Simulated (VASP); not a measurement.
# Mg (Pm-3m) in VASP: further runs, part 2 of 3

VASP 6.6.1. The steps go on from the part before.

**3. Single point, LDA (volume scaled by 0.9)**

File INCAR:

```
SYSTEM = Mg
PREC     = Accurate       ! precision mode
ENCUT    = 520            ! plane-wave cutoff, eV
EDIFF    = 1E-6           ! SCF threshold, eV
ISMEAR   = -1             ! smearing method
SIGMA    = 0.05           ! smearing width, eV
LREAL    = .FALSE.        ! projectors in reciprocal space
LASPH    = .TRUE.         ! aspherical terms in the spheres
NELM     = 100            ! most SCF steps
ALGO     = Normal         ! electronic algorithm
ISIF     = 2              ! what is computed and relaxed
LWAVE    = .FALSE.        ! write WAVECAR
LCHARG   = .FALSE.        ! write CHGCAR
NBANDS   = 7              ! bands
```

File KPOINTS:

```
Automatic mesh
0
G
  15 15 15
  0 0 0
```

File POSCAR:

```
Mg
1.0
    2.8569618476      0.0000000000      0.0000000000
    0.0000000000      2.8569618476      0.0000000000
    0.0000000000      0.0000000000      2.8569618476
Mg
1
Direct
    0.0000000000      0.0000000000      0.0000000000
```

Potentials or basis: VASP PAW LDA potentials, release 64 (Mg).

Command:

```bash
$ cat potpaw_LDA.64/Mg/POTCAR > POTCAR
$ mpirun -np 1 vasp_std > vasp.out
```

OUTCAR:

```text
SYSTEM = Mg
   PREC = Accurate
   ENCUT = 520
   EDIFF = 1E-6
   ISMEAR = -1
   LREAL = .FALSE.
   LASPH = .TRUE.
   NELM = 100
   ISIF = 2

 ion  position               nearest neighbor table
   1  0.000  0.000  0.000-

  LATTYP: Found a simple cubic cell.
 ALAT       =     2.8569618476

  Lattice vectors:

 A1 = (   2.8569618476,   0.0000000000,   0.0000000000)
 A2 = (   0.0000000000,   2.8569618476,   0.0000000000)
 A3 = (   0.0000000000,   0.0000000000,   2.8569618476)

Analysis of symmetry for initial positions (statically):
=====================================================================
 Subroutine PRICEL returns:
 Original cell was already a primitive cell.

 Routine SETGRP: Setting up the symmetry group for a
 simple cubic supercell.

 Subroutine GETGRP returns: Found 48 space group operations
 (whereof 48 operations were pure point group operations)
 out of a pool of 48 trial point group operations.

The static configuration has the point symmetry O_h .

Analysis of symmetry for dynamics (positions and initial velocities):
[... 152 lines left out ...]
  ---------------------------------------------------
  free energy    TOTEN  =        -1.38905993 eV

  energy without entropy =       -1.38541345  energy(sigma->0) =       -1.38723669

 E-fermi :   2.3389     XC(G=0):  -8.5954

 val. band max:        2.2982875930   @ k =   0.4000   0.3333   0.3333
 cond. band min:       2.4474780321   @ k =   0.4000   0.4000   0.2667
 fundamental gap:      0.1491904391
 Fermi energy:         2.3388584316

 k-point     1 :       0.0000    0.0000    0.0000
  band No.  band energies     occupation
      1      -4.4910      2.00000
      2      11.0167      0.00000
      3      11.0167      0.00000
      4      12.9536      0.00000
      5      12.9536      0.00000
      6      12.9536      0.00000
      7      18.1201      0.00000
[... 221 lines left out ...]
 k-point    24 :       0.3333    0.2000    0.0000
  band No.  band energies     occupation
      1      -1.7463      2.00000
      2       4.0043      0.00000
      3       8.5965      0.00000
      4      13.5977      0.00000
      5      15.1832      0.00000
      6      16.8611      0.00000
      7      20.0497      0.00000

 [... further k-points ...]
[... 5 lines left out ...]
  --------------------------------------------------------------------------------------
  -------------------------------------------------------------------------------------
  Total        0.4445637      0.4445637      0.4445637      0.0000000      0.0000000      0.0000000
  in kB       30.5443759     30.5443759     30.5443759      0.0000000      0.0000000      0.0000000
  external PRESSURE =      30.5443759 kB  Pullay stress =       0.0000000 kB

 VOLUME and BASIS-vectors are now :
 -----------------------------------------------------------------------------
  energy-cutoff  :      520.00
  volume of cell :       23.32
      direct lattice vectors                 reciprocal lattice vectors
     2.856961848  0.000000000  0.000000000     0.350022175  0.000000000  0.000000000
     0.000000000  2.856961848  0.000000000     0.000000000  0.350022175  0.000000000
     0.000000000  0.000000000  2.856961848     0.000000000  0.000000000  0.350022175

 POSITION                                       TOTAL-FORCE (eV/Angst)
 -----------------------------------------------------------------------------------
      0.00000      0.00000      0.00000         0.000000      0.000000      0.000000
 -----------------------------------------------------------------------------------
    total drift:                                0.000000     -0.000000      0.000000

  FREE ENERGIE OF THE ION-ELECTRON SYSTEM (eV)
  ---------------------------------------------------
  free  energy   TOTEN  =        -1.3890599267 eV

  energy  without entropy=       -1.3854134538  energy(sigma->0) =       -1.38723669
```

Run time: 6.3 s. Hardware: 1 thread of Intel Xeon Platinum 8488C (Sapphire Rapids), shared host; peak memory 0.13 GiB.

Results:

```yaml
Free_energy: -1.3891 eV
Pressure: 3.1 GPa
Band_gap_on_the_k_mesh: zero (band 1 reaches 6.60 eV, above the bottom of band 2 at 0.62 eV)
```

**4. Single point, LDA (volume scaled by 0.9)**

File INCAR:

```
ALGO = Normal
EDIFF = 1E-6
ENCUT = 520
ISIF = 2
ISMEAR = -1
LASPH = True
LCHARG = False
LREAL = False
LWAVE = False
NBANDS = 7
NELM = 60
PREC = Accurate
SIGMA = 0.05
```

File KPOINTS:

```
k-points
0
Gamma
  15 15 15
```

POSCAR is that of step 3.

Potentials or basis: VASP PAW LDA potentials, release 64 (Mg).

Command:

```bash
$ cat potpaw_LDA.64/Mg/POTCAR > POTCAR
$ mpirun -np 1 vasp_std > vasp.out
```

OUTCAR:

```text
EDIFF = 1E-6
   ENCUT = 520
   ISIF = 2
   ISMEAR = -1
   LASPH = True
   LREAL = False
   NELM = 60
   PREC = Accurate

 ion  position               nearest neighbor table
   1  0.000  0.000  0.000-

  LATTYP: Found a simple cubic cell.
 ALAT       =     2.8569618476

  Lattice vectors:

 A1 = (   2.8569618476,   0.0000000000,   0.0000000000)
 A2 = (   0.0000000000,   2.8569618476,   0.0000000000)
 A3 = (   0.0000000000,   0.0000000000,   2.8569618476)

[... 409 lines left out ...]
 k-point    24 :       0.3333    0.2000    0.0000
  band No.  band energies     occupation
      1      -1.7463      2.00000
      2       4.0043      0.00000
      3       8.5965      0.00000
      4      13.5977      0.00000
      5      15.1832      0.00000
      6      16.8611      0.00000
      7      20.0497      0.00000

 [... further k-points ...]
[... 5 lines left out ...]
  --------------------------------------------------------------------------------------
  -------------------------------------------------------------------------------------
  Total        0.4445637      0.4445637      0.4445637      0.0000000      0.0000000      0.0000000
  in kB       30.5443759     30.5443759     30.5443759      0.0000000      0.0000000      0.0000000
  external PRESSURE =      30.5443759 kB  Pullay stress =       0.0000000 kB

 VOLUME and BASIS-vectors are now :
 -----------------------------------------------------------------------------
  energy-cutoff  :      520.00
  volume of cell :       23.32
      direct lattice vectors                 reciprocal lattice vectors
     2.856961848  0.000000000  0.000000000     0.350022175  0.000000000  0.000000000
     0.000000000  2.856961848  0.000000000     0.000000000  0.350022175  0.000000000
     0.000000000  0.000000000  2.856961848     0.000000000  0.000000000  0.350022175

 POSITION                                       TOTAL-FORCE (eV/Angst)
 -----------------------------------------------------------------------------------
      0.00000      0.00000      0.00000         0.000000      0.000000      0.000000
 -----------------------------------------------------------------------------------
    total drift:                                0.000000     -0.000000      0.000000

  FREE ENERGIE OF THE ION-ELECTRON SYSTEM (eV)
  ---------------------------------------------------
  free  energy   TOTEN  =        -1.3890599267 eV

  energy  without entropy=       -1.3854134538  energy(sigma->0) =       -1.38723669
```

OSZICAR:

```text
N       E                     dE             d eps       ncg     rms          rms(c)
DAV:   1    -0.806946922596E+00   -0.80695E+00   -0.81604E+02  1813   0.197E+02
DAV:   2    -0.140128872943E+01   -0.59434E+00   -0.56384E+00  2226   0.107E+01
DAV:   3    -0.140353131013E+01   -0.22426E-02   -0.22420E-02  2149   0.705E-01
DAV:   4    -0.140353321712E+01   -0.19070E-05   -0.19067E-05  2590   0.172E-02
DAV:   5    -0.140353321756E+01   -0.43855E-09   -0.71896E-09  2177   0.255E-04    0.526E-01
DAV:   6    -0.139508652810E+01    0.84467E-02   -0.12858E-03  2394   0.108E-01    0.332E-01
DAV:   7    -0.138905956559E+01    0.60270E-02   -0.43009E-03  2359   0.199E-01    0.175E-02
DAV:   8    -0.138906035841E+01   -0.79283E-06   -0.35858E-05  2184   0.327E-02    0.457E-03
DAV:   9    -0.138905992674E+01    0.43168E-06   -0.28270E-07  2296   0.201E-03
   1 F= -.13890599E+01 E0= -.13872367E+01  d E =-.364647E-02
```

stdout:

```text
POSCAR found type information on POSCAR Mg
 POSCAR found :  1 types and       1 ions
 scaLAPACK will be used
 LDA part: xc-table for (Slater(with rela. corr.)+CA(PZ))
 , standard interpolation
 POSCAR, INCAR and KPOINTS ok, starting setup
 FFT: planning ... GRIDC
 FFT: planning ... GRID_SOFT
 FFT: planning ... GRID
 WAVECAR not read
 entering main loop
```

It took 8.7 s on 1 thread of Intel Xeon Platinum 8488C (Sapphire Rapids), shared host; peak memory 0.13 GiB.

Results:

* Free energy: -1.3891 eV
* Pressure: 3.1 GPa
* Band gap on the k mesh: zero (band 1 reaches 6.60 eV, above the bottom of band 2 at 0.62 eV)

[end of part 2 of 3]
